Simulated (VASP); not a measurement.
In:

```
In
1.0
     0.00000    3.17402    3.17402
     3.17402    0.00000    3.17402
     3.17402    3.17402    0.00000
In
2
Direct
  0.87500 0.87500 0.87500
  0.12500 0.12500 0.12500
```

- Program: VASP 6.6.1
- Task: relaxation of cell and atoms
- Functional: PBEsol
- Potentials or basis: VASP PAW PBE potentials, release 64 (In_d)
- Cutoff: 600 eV
- k mesh: 10 × 10 × 10
- Occupations: fermi-dirac, width 0.08 eV
- Spin: no spin polarisation

At the start: pressure 3.7 GPa; volume 31.98 Å³/atom.

Problem. How do energy, volume and symmetry change on relaxing?

Solution. Over 3 steps the energy falls by 34.9 meV/atom and the volume is 35.36 Å³/atom (+10.6 %); space group Fd-3m (No. 227, to 0.05 Å).

Step by step:
```
step  energy change (eV)  largest force (eV/Å)  pressure (GPa)  volume (Å³)
   1              0.0000                0.0000            3.67        63.95
   2             -0.0698                0.0000           -0.09        70.97
   3             -0.0699                0.0000           -0.01        70.72
```

Final structure:
```yaml
crystal:
  lattice:
    - [0.00000, 3.28220, 3.28220]
    - [3.28220, 0.00000, 3.28220]
    - [3.28220, 3.28220, 0.00000]
  atoms:
    - { symbol: In, position: [0.87500, 0.87500, 0.87500] }
    - { symbol: In, position: [0.12500, 0.12500, 0.12500] }
```

Caveat: the PAW data sets were made with another functional, which shifts forces and pressure a little.
